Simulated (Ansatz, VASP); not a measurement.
Two plane-wave programs on BaTiO3

```
CELL_PARAMETERS angstrom
2.84013 1.63975 2.33140
-2.84013 1.63975 2.33140
0.00000 -3.27950 2.33140
ATOMIC_POSITIONS crystal
Ba 0.99915 0.99915 0.99915
Ti 0.50853 0.50853 0.50853
O 0.49003 0.98335 0.49003
O 0.49003 0.49003 0.98335
O 0.98335 0.49003 0.49003
```

Change from the starting cell: polar distortion scaled by 0.70.

Alike in both runs: task single point; functional r2SCAN; k mesh 9 × 9 × 9; no spin polarisation.

|  | VASP | Ansatz |
| --- | --- | --- |
| version | VASP 6.6.1 | Ansatz 0.2.0 |
| potentials or method | VASP PAW PBE potentials, release 64 (Ba_sv, Ti_sv, O), cutoff 660 eV | scalar-relativistic, plane waves, PAW |
| occupations | gaussian, width 0.01 eV | fixed |
| valence electrons in the cell | 40 | 40 |

Ansatz gave:

| Property | Result |
| --- | --- |
| gap on the k mesh at the Fermi level (eV) | 2.55 |
| least direct gap on the mesh (eV) | 2.79 |
| pressure (GPa) | -1.9 |
| traceless stress, the component that is largest in VASP (GPa) | -0.37 |
| rms of the force components (eV/Å) | 0.119 |

Which values does VASP return?

gap on the k mesh at the Fermi level (eV): 2.53; least direct gap on the mesh (eV): 2.81; pressure (GPa): -0.3; traceless stress, the component that is largest in VASP (GPa): -0.43; rms of the force components (eV/Å): 0.077.

VASP's potentials were made for PBE, not for r2SCAN. Atom by atom the forces differ by 0.043 eV/Å (rms over components).

Spin-orbit coupling is off throughout.
